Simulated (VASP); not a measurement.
# AlRu (Pm-3m) in VASP: a series of runs, part 2 of 2

VASP 6.6.1. Earlier steps stand in the parts before.

## (5) Single point, PBE

INCAR

```
SYSTEM = AlRu
PREC = Accurate
ENCUT = 520
EDIFF = 1E-6
ISMEAR = -4
SIGMA = 0.1
LREAL = .False.
LASPH = .True.
NELM = 80
ALGO = Normal
ISIF = 2
LWAVE = .False.
LCHARG = .False.
GGA = PE
NBANDS = 16
```

KPOINTS

```
regular mesh
0
Gamma
  6 6 6
  0 0 0
```

POSCAR

```
AlRu
1.0
    2.9824954400      0.0000000000      0.0000000000
    0.0000000000      2.9824954400      0.0000000000
    0.0000000000      0.0000000000      2.9824954400
Al Ru
1 1
Direct
    0.0000000000      0.0000000000      0.0000000000
    0.5000000000      0.5000000000      0.5000000000
```

Potentials or basis: VASP PAW PBE potentials, release 64 (Al, Ru_pv).

Command:

```sh
$ cat potpaw_PBE.64/Al/POTCAR potpaw_PBE.64/Ru_pv/POTCAR > POTCAR
$ mpirun -np 1 vasp_std > vasp.out
```

OUTCAR:

```text
SYSTEM = AlRu
   PREC = Accurate
   ENCUT = 520
   EDIFF = 1E-6
   ISMEAR = -4
   LREAL = .False.
   LASPH = .True.
   NELM = 80
   ISIF = 2
   GGA = PE

 ion  position               nearest neighbor table
   1  0.000  0.000  0.000-   2 2.58   2 2.58   2 2.58   2 2.58   2 2.58   2 2.58   2 2.58   2 2.58

   2  0.500  0.500  0.500-   1 2.58   1 2.58   1 2.58   1 2.58   1 2.58   1 2.58   1 2.58   1 2.58

  LATTYP: Found a simple cubic cell.
 ALAT       =     2.9824954400

  Lattice vectors:

 A1 = (   2.9824954400,   0.0000000000,   0.0000000000)
 A2 = (   0.0000000000,   2.9824954400,   0.0000000000)
 A3 = (   0.0000000000,   0.0000000000,   2.9824954400)

Analysis of symmetry for initial positions (statically):
=====================================================================
 Subroutine PRICEL returns:
 Original cell was already a primitive cell.

 Routine SETGRP: Setting up the symmetry group for a
 simple cubic supercell.

 Subroutine GETGRP returns: Found 48 space group operations
 (whereof 48 operations were pure point group operations)
 out of a pool of 48 trial point group operations.

The static configuration has the point symmetry O_h .

Analysis of symmetry for dynamics (positions and initial velocities):
=====================================================================
 Subroutine PRICEL returns:
 Original cell was already a primitive cell.

 Routine SETGRP: Setting up the symmetry group for a
 simple cubic supercell.

 Subroutine GETGRP returns: Found 48 space group operations
 (whereof 48 operations were pure point group operations)
 out of a pool of 48 trial point group operations.

The dynamic configuration has the point symmetry O_h .

 Subroutine INISYM returns: Found 48 space group operations
 (whereof 48 operations are pure point group operations),
[... 109 lines left out ...]
   EFERMI_NEDOS =   21; number of points for ismear=-14 and -15
   IALGO  =     38    algorithm
   IMIX   =      4    mixing-type and parameters
     AMIX     =   0.40;   BMIX     =  1.00
     AMIX_MAG =   1.60;   BMIX_MAG =  1.00
  volume/ion in A,a.u.               =      13.27        89.52
  Fermi-wavevector in a.u.,A,eV,Ry     =   1.411382  2.667126 27.102807  1.992000
  Thomas-Fermi vector in A             =   2.533239
   LORBIT       =      0    0 simple, 1 ext, 2 COOP (PROOUT), +10 PAW based schemes
   GGA     = PE    functional components
   LHFCALC =     F    Hartree Fock is set to
   AEXX    =    0.0000 exact exchange contribution
   IVDW    =     0    specifies the selected vdW correction
   LEPSILON=     F    determine dielectric tensor
   LRPA    =     F    only Hartree local field effects (RPA)
 non-spin polarized calculation
 Fermi weights with tetrahedron method witout Bloechl corrections
  energy-cutoff  :      520.00
  volume of cell :       26.53
 maximum number of plane-waves:       739
 NGX is ok and might be reduce to    24
   NGX = 11   NGY = 11   NGZ = 11

 number of electron      16.9999995 magnetization

 Free energy of the ion-electron system (eV)
  ---------------------------------------------------
  ext. energy  EPLUGINS =         0.00000000
  ---------------------------------------------------
  free energy    TOTEN  =       -14.04066272 eV

  energy without entropy =      -14.04066272  energy(sigma->0) =      -14.04066272

 E-fermi :  10.7378     XC(G=0): -12.6136

 val. band max:       11.0283407948   @ k =   0.0000   0.0000   0.0000
 cond. band min:      10.5619991607   @ k =   0.3333   0.3333   0.3333
 fundamental gap:     -0.4663416342
 Fermi energy:        10.7377833021

 k-point     1 :       0.0000    0.0000    0.0000
  band No.  band energies     occupation
      1     -30.9178      2.00000
      2     -30.9178      2.00000
      3     -30.9178      2.00000
      4       1.1175      2.00000
      5       7.2353      2.00000
      6       7.2353      2.00000
[... 357 lines left out ...]
      3     -31.0828      2.00000
      4       6.1616      2.00000
      5       6.1616      2.00000
      6       6.1616      2.00000
[... 8 lines left out ...]
     15      19.4661      0.00000
     16      22.8574      0.00000

------------------------ aborting loop because EDIFF is reached ----------------------------------------

  FORCE on cell =-STRESS in cart. coord.  units (eV):
  Direction    XX          YY          ZZ          XY          YZ          ZX
  --------------------------------------------------------------------------------------
  -------------------------------------------------------------------------------------
  Total        1.0253119      1.0253119      1.0253119      0.0000000      0.0000000      0.0000000
  in kB       61.9194670     61.9194670     61.9194670      0.0000000      0.0000000      0.0000000
  external PRESSURE =      61.9194670 kB  Pullay stress =       0.0000000 kB

 VOLUME and BASIS-vectors are now :
 -----------------------------------------------------------------------------
  energy-cutoff  :      520.00
  volume of cell :       26.53
      direct lattice vectors                 reciprocal lattice vectors
     2.982495440  0.000000000  0.000000000     0.335289700  0.000000000  0.000000000
     0.000000000  2.982495440  0.000000000     0.000000000  0.335289700  0.000000000
     0.000000000  0.000000000  2.982495440     0.000000000  0.000000000  0.335289700

 POSITION                                       TOTAL-FORCE (eV/Angst)
 -----------------------------------------------------------------------------------
      0.00000      0.00000      0.00000         0.000000      0.000000      0.000000
      1.49125      1.49125      1.49125         0.000000      0.000000      0.000000
 -----------------------------------------------------------------------------------
    total drift:                                0.000000     -0.000000     -0.000000

  FREE ENERGIE OF THE ION-ELECTRON SYSTEM (eV)
  ---------------------------------------------------
  free  energy   TOTEN  =       -14.0406627154 eV

  energy  without entropy=      -14.0406627154  energy(sigma->0) =      -14.04066272
```

OSZICAR:

```text
N       E                     dE             d eps       ncg     rms          rms(c)
DAV:   1     0.115011463253E+03    0.11501E+03   -0.89450E+03   648   0.975E+02
DAV:   2    -0.130560264528E+02   -0.12807E+03   -0.12202E+03   744   0.293E+02
DAV:   3    -0.147082762686E+02   -0.16522E+01   -0.16478E+01   776   0.357E+01
DAV:   4    -0.147215064132E+02   -0.13230E-01   -0.13181E-01   824   0.324E+00
DAV:   5    -0.147217222309E+02   -0.21582E-03   -0.21564E-03   760   0.401E-01    0.125E+01
DAV:   6    -0.141338068996E+02    0.58792E+00   -0.24065E+00   696   0.165E+01    0.241E+00
DAV:   7    -0.140565979567E+02    0.77209E-01   -0.19847E-01   648   0.499E+00    0.218E+00
DAV:   8    -0.140408604515E+02    0.15738E-01   -0.17150E-02   728   0.109E+00    0.190E-01
DAV:   9    -0.140406697712E+02    0.19068E-03   -0.29542E-04   808   0.143E-01    0.125E-01
DAV:  10    -0.140406646765E+02    0.50946E-05   -0.29122E-05   744   0.577E-02    0.724E-03
DAV:  11    -0.140406632469E+02    0.14297E-05   -0.15294E-06   656   0.142E-02    0.396E-03
DAV:  12    -0.140406627154E+02    0.53143E-06   -0.64197E-08   400   0.265E-03
   1 F= -.14040663E+02 E0= -.14040663E+02  d E =0.000000E+00
```

It took 5.2 s on 1 thread of Intel Xeon 6975P-C, shared host; peak memory 0.14 GiB.

Results:

* Free energy: -14.0407 eV
* Pressure: 6.2 GPa

Levels at points of the mesh, in eV from the Fermi level:
```csv
k point,band 5,band 6,band 7,band 8,band 9,band 10,band 11,band 12
"(0.00, 0.00, 0.00)",-3.50,-3.50,0.29,0.29,0.29,6.23,6.23,6.23
"(0.50, 0.00, 0.00)",-5.39,-2.69,-1.51,-1.51,0.55,2.44,7.55,11.19
"(0.50, 0.50, 0.00)",-2.98,-1.26,-1.26,-1.07,-1.07,1.67,5.49,6.44
"(0.50, 0.50, 0.50)",-4.58,-4.58,1.77,1.77,2.74,4.27,4.27,4.27
```

## (6) Overview

```csv
level,smearing,gap on the mesh (eV),pressure (GPa)
PBE,gaussian 0.1 eV,none,4.7
RPBE,fermi-dirac 0.00861733 eV,none,7.9
PBE,tetrahedron,none,6.2
```

Alike in all rows: task single point; potentials or basis VASP PAW PBE potentials, release 64 (Al, Ru_pv); no spin polarisation; cell as given; k mesh 6 × 6 × 6; cutoff (eV) 520.

Every run on the cell as given and a fine mesh finds a metal. The pressure there spans 4.7 GPa (PBE) to 7.9 GPa (RPBE); a positive pressure means that this level wants a larger cell, a negative one a smaller.

Caveats: the PAW data sets were made with another functional, which shifts forces and pressure a little (some runs).

Total energies depend on the potentials used, so only differences within one code and one set of settings carry meaning.
